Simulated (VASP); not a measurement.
# Sn (I4_1/amd) in VASP: notebook, part 2 of 2

VASP 6.6.1. Earlier steps stand in the parts before.

### 5 Single point, LDA

This run uses another cell than the first one, of 18.23 Å³/atom, 1.016 times its volume.

INCAR

```
SYSTEM = Sn
ALGO     = Normal         ! electronic algorithm
EDIFF    = 1E-6           ! SCF threshold, eV
ENCUT    = 520            ! plane-wave cutoff, eV
ISIF     = 2              ! what is computed and relaxed
ISMEAR   = -1             ! smearing method
LASPH    = .TRUE.         ! aspherical terms in the spheres
LCHARG   = .FALSE.        ! write CHGCAR
LREAL    = .FALSE.        ! projectors in reciprocal space
LWAVE    = .FALSE.        ! write WAVECAR
NBANDS   = 21             ! bands
NELM     = 60             ! most SCF steps
PREC     = Accurate       ! precision mode
SIGMA    = 0.08           ! smearing width, eV
```

KPOINTS

```
k-points
0
G
  15 15 15
  0 0 0
```

POSCAR

```
Sn
1.0
   -2.5640810290      2.5640810290      1.3864828503
    2.5640810290     -2.5640810290      1.3864828503
    2.5640810290      2.5640810290     -1.3864828503
Sn
2
Direct
   -0.3750000000     -0.1250000000     -0.2500000000
    0.3750000000      0.1250000000      0.2500000000
```

Potentials or basis: VASP PAW LDA potentials, release 64 (Sn_d).

On the command line:

```bash
> cat potpaw_LDA.64/Sn_d/POTCAR > POTCAR
> mpirun -np 1 vasp_std > vasp.out
```

OUTCAR:

```text
SYSTEM = Sn
   EDIFF = 1E-6
   ENCUT = 520
   ISIF = 2
   ISMEAR = -1
   LASPH = .TRUE.
   LREAL = .FALSE.
   NELM = 60
   PREC = Accurate

 ion  position               nearest neighbor table
   1  0.625  0.875  0.750-   2 2.66   2 2.66   2 2.66   2 2.66   2 3.30   2 3.30   2 3.30   2 3.30

   2  0.375  0.125  0.250-   1 2.66   1 2.66   1 2.66   1 2.66   1 3.30   1 3.30   1 3.30   1 3.30

  LATTYP: Found a body centered tetragonal cell.
 ALAT       =     5.1281620580
 C/A-ratio  =     0.5407328531

  Lattice vectors:

 A1 = (  -2.5640810290,   2.5640810290,   1.3864828503)
 A2 = (   2.5640810290,  -2.5640810290,   1.3864828503)
 A3 = (   2.5640810290,   2.5640810290,  -1.3864828503)

Analysis of symmetry for initial positions (statically):
=====================================================================
 Subroutine PRICEL returns:
 Original cell was already a primitive cell.

 Routine SETGRP: Setting up the symmetry group for a
 body centered tetragonal supercell.

 Subroutine GETGRP returns: Found 16 space group operations
 (whereof  4 operations were pure point group operations)
 out of a pool of 16 trial point group operations.

The static configuration has the point symmetry C_2h.
 The point group associated with its full space group is D_4h.

Analysis of symmetry for dynamics (positions and initial velocities):
=====================================================================
 Subroutine PRICEL returns:
 Original cell was already a primitive cell.

 Routine SETGRP: Setting up the symmetry group for a
 body centered tetragonal supercell.

 Subroutine GETGRP returns: Found 16 space group operations
 (whereof  4 operations were pure point group operations)
 out of a pool of 16 trial point group operations.

The dynamic configuration has the point symmetry C_2h.
 The point group associated with its full space group is D_4h.

 Subroutine INISYM returns: Found 16 space group operations
 (whereof  4 operations are pure point group operations),
 and found     1 'primitive' translations

----------------------------------------------------------------------------------------

                                     Primitive cell

  volume of cell :      36.4618

  direct lattice vectors                    reciprocal lattice vectors
    -2.564081029  2.564081029  1.386482850     0.000000000  0.195001638  0.360624727
     2.564081029 -2.564081029  1.386482850     0.195001638  0.000000000  0.360624727
     2.564081029  2.564081029 -1.386482850     0.195001638  0.195001638  0.000000000

  length of vectors
     3.882184661  3.882184661  3.882184661     0.409970527  0.409970527  0.275773961

  position of ions in fractional coordinates (direct lattice)
     0.625000000  0.875000000  0.750000000
     0.375000000  0.125000000  0.250000000

  ion indices of the primitive-cell ions
   primitive index   ion index
                 1           1
                 2           2

----------------------------------------------------------------------------------------

 KPOINTS: k-points

Automatic generation of k-mesh.
 Grid dimensions read from file:
 generate k-points for:   15   15   15

 Generating k-lattice:

  Cartesian coordinates                     Fractional coordinates (reciprocal lattice)
     0.000000000  0.013000109  0.024041648     0.066666667 -0.000000000  0.000000000
     0.013000109  0.000000000  0.024041648    -0.000000000  0.066666667  0.000000000
     0.013000109  0.013000109  0.000000000     0.000000000  0.000000000  0.066666667

  Length of vectors
     0.027331368  0.027331368  0.018384931

  Shift w.r.t. Gamma in fractional coordinates (k-lattice)
     0.000000000  0.000000000  0.000000000

 Subroutine IBZKPT returns following result:
 ===========================================

 Found    288 irreducible k-points:

 Following reciprocal coordinates:
            Coordinates               Weight
  0.000000  0.000000  0.000000      1.000000
  0.066667  0.000000  0.000000      8.000000
  0.133333  0.000000 -0.000000      8.000000
  0.200000  0.000000 -0.000000      8.000000
  0.266667  0.000000 -0.000000      8.000000
  0.333333 -0.000000  0.000000      8.000000
[... 16 lines left out ...]
  0.133333  0.133333 -0.000000      8.000000
  0.200000  0.133333  0.000000     16.000000
 [... further k-points ...]
   k-points           NKPTS =    288   k-points in BZ     NKDIM =    288   number of bands    NBANDS=     21
   number of dos      NEDOS =    301   number of ions     NIONS =      2
   total plane-waves  NPLWV =  27000
   dimension x,y,z NGX =    30 NGY =   30 NGZ =   30
   dimension x,y,z NGXF=    60 NGYF=   60 NGZF=   60
   ions per type =               2
   NGX,Y,Z   is equivalent  to a cutoff of  12.85, 12.85, 12.85 a.u.
   NGXF,Y,Z  is equivalent  to a cutoff of  25.69, 25.69, 25.69 a.u.
 SYSTEM =  Sn
   PREC   = accura    normal or accurate (medium, high low for compatibility)
   ISTART =      0    job   : 0-new  1-cont  2-samecut
   ICHARG =      2    charge: 1-file 2-atom 10-const
   ISPIN  =      1    spin polarized calculation?
   LNONCOLLINEAR =      F non collinear calculations
   LSORBIT =      F    spin-orbit coupling
   LASPH  =      T    aspherical Exc in radial PAW
   ENCUT  =  520.0 eV  38.22 Ry    6.18 a.u.   7.22  7.22  7.22*2*pi/ulx,y,z
   NELM   =     60;   NELMIN=  2; NELMDL= -5     # of ELM steps
   EDIFF  = 0.1E-05   stopping-criterion for ELM
   LREAL  =      F    real-space projection
   EDIFFG = 0.1E-04   stopping-criterion for IOM
   NSW    =      0    number of steps for IOM
   IBRION =     -1    ionic relax: 0-MD 1-quasi-New 2-CG
   NFREE  =      0    steps in history (QN), initial steepest desc. (CG)
   ISIF   =      2    stress and relaxation
   ISYM   =      2    0-nonsym 1-usesym 2-fastsym
   POTIM  = 0.5000    time-step for ionic-motion
   TEBEG  =    0.0;   TEEND  =   0.0 temperature during run
   PSTRESS=    0.0 pullay stress
   NELECT =      28.0000    total number of electrons
   NUPDOWN=      -1.0000    fix difference up-down
   EMIN   =  10.00;   EMAX   =-10.00  energy-range for DOS
   EFERMI =   0.00;   METHOD = LEGACY
   ISMEAR =    -1;   SIGMA  =   0.08  broadening in eV -4-tet -1-fermi 0-gaus
   EFERMI_NEDOS =   21; number of points for ismear=-14 and -15
   IALGO  =     38    algorithm
   IMIX   =      4    mixing-type and parameters
     AMIX     =   0.40;   BMIX     =  1.00
     AMIX_MAG =   1.60;   BMIX_MAG =  1.00
  volume/ion in A,a.u.               =      18.23       123.03
  Fermi-wavevector in a.u.,A,eV,Ry     =   1.499161  2.833003 30.578859  2.247483
  Thomas-Fermi vector in A             =   2.610826
   LORBIT       =      0    0 simple, 1 ext, 2 COOP (PROOUT), +10 PAW based schemes
   GGA     = CA    functional components
   LHFCALC =     F    Hartree Fock is set to
   AEXX    =    0.0000 exact exchange contribution
   IVDW    =     0    specifies the selected vdW correction
   LEPSILON=     F    determine dielectric tensor
   LRPA    =     F    only Hartree local field effects (RPA)
 non-spin polarized calculation
  energy-cutoff  :      520.00
  volume of cell :       36.46
 maximum number of plane-waves:      1013
 NGX is ok and might be reduce to    30
   NGX = 15   NGY = 15   NGZ = 15

 number of electron      28.0000007 magnetization

 Free energy of the ion-electron system (eV)
  ---------------------------------------------------
  ext. energy  EPLUGINS =         0.00000000
  ---------------------------------------------------
  free energy    TOTEN  =        -7.14966966 eV

  energy without entropy =       -7.13585736  energy(sigma->0) =       -7.14276351

 E-fermi :  13.8537     XC(G=0): -12.5646

 val. band max:       13.8460019943   @ k =  -0.0667   0.1333   0.0667
 cond. band min:      13.8588907288   @ k =  -0.1333  -0.4667   0.0667
 fundamental gap:      0.0128887345
 Fermi energy:        13.8537174948

 k-point     1 :       0.0000    0.0000    0.0000
  band No.  band energies     occupation
      1      -8.9422      2.00000
      2      -8.6851      2.00000
      3      -8.6603      2.00000
      4      -8.5852      2.00000
      5      -8.0395      2.00000
      6      -8.0395      2.00000
[... 13 lines left out ...]
     20      25.9281      0.00000
     21      26.5470      0.00000
[... 529 lines left out ...]
 k-point    24 :       0.2000    0.1333    0.0000
  band No.  band energies     occupation
      1      -8.8200      2.00000
      2      -8.4869      2.00000
      3      -8.4559      2.00000
      4      -8.3043      2.00000
      5      -8.2573      2.00000
      6      -8.1974      2.00000
[... 13 lines left out ...]
     20      22.3684      0.00000
     21      23.6693      0.00000

 [... further k-points ...]

------------------------ aborting loop because EDIFF is reached ----------------------------------------

  FORCE on cell =-STRESS in cart. coord.  units (eV):
  Direction    XX          YY          ZZ          XY          YZ          ZX
  --------------------------------------------------------------------------------------
  -------------------------------------------------------------------------------------
  Total       11.9263977     11.9263977     11.9477924      0.0000000     -0.0000000     -0.0000000
  in kB      524.0610541    524.0610541    525.0011627      0.0000000     -0.0000000     -0.0000000
  external PRESSURE =     524.3744236 kB  Pullay stress =       0.0000000 kB

 VOLUME and BASIS-vectors are now :
 -----------------------------------------------------------------------------
  energy-cutoff  :      520.00
  volume of cell :       36.46
      direct lattice vectors                 reciprocal lattice vectors
    -2.564081029  2.564081029  1.386482850     0.000000000  0.195001638  0.360624727
     2.564081029 -2.564081029  1.386482850     0.195001638  0.000000000  0.360624727
     2.564081029  2.564081029 -1.386482850     0.195001638  0.195001638  0.000000000

 POSITION                                       TOTAL-FORCE (eV/Angst)
 -----------------------------------------------------------------------------------
      2.56408      1.28204      1.03986        -0.000000      0.000000     -0.000000
      0.00000      1.28204      0.34662         0.000000     -0.000000      0.000000
 -----------------------------------------------------------------------------------
    total drift:                                0.000000     -0.000000      0.000000

  FREE ENERGIE OF THE ION-ELECTRON SYSTEM (eV)
  ---------------------------------------------------
  free  energy   TOTEN  =        -7.1496696637 eV

  energy  without entropy=       -7.1358573620  energy(sigma->0) =       -7.14276351
```

Run time: 3.3 min. Hardware: 1 thread of Intel Xeon 6975P-C, shared host; peak memory 0.28 GiB.

What came out:

```
Free energy            : -7.1497 eV
Pressure               : 52.4 GPa
Band gap on the k mesh : zero (band 14 reaches 15.98 eV, above the bottom of band 15 at 9.29 eV)
```

Stress tensor (GPa, compression positive):
```
52.41  0.00  0.00
 0.00 52.41  0.00
 0.00  0.00 52.50
```

Caveat: spin-orbit coupling is left out, which moves the levels of the heavy elements.

### 6 The runs side by side

```csv
task,cell,cutoff (eV),gap on the mesh (eV),pressure (GPa)
relaxation of cell and atoms,"relaxed to 52 GPa from a = 3.848 Å, angles 97.5, 97.5, 137.5°, 2 atoms",600,none,52.0
relaxation of cell and atoms,"relaxed to 52 GPa from a = 3.882 Å, angles 97.3, 97.3, 138.1°, 2 atoms",600,none,52.0
single point,"a = 3.882 Å, angles 97.3, 97.3, 138.1°, 2 atoms",520,none,52.5
single point,"a = 3.882 Å, angles 97.3, 97.3, 138.2°, 2 atoms",520,none,52.4
```

Alike in all rows: level LDA; potentials or basis VASP PAW LDA potentials, release 64 (Sn_d); no spin polarisation; k mesh 15 × 15 × 15; smearing fermi-dirac 0.08 eV.

Caveats: spin-orbit coupling is left out, which moves the levels of the heavy elements; the cell is relaxed towards a set pressure, so the enthalpy falls and the energy may rise (some runs).

Total energies depend on the potentials used, so only differences within one code and one set of settings carry meaning.
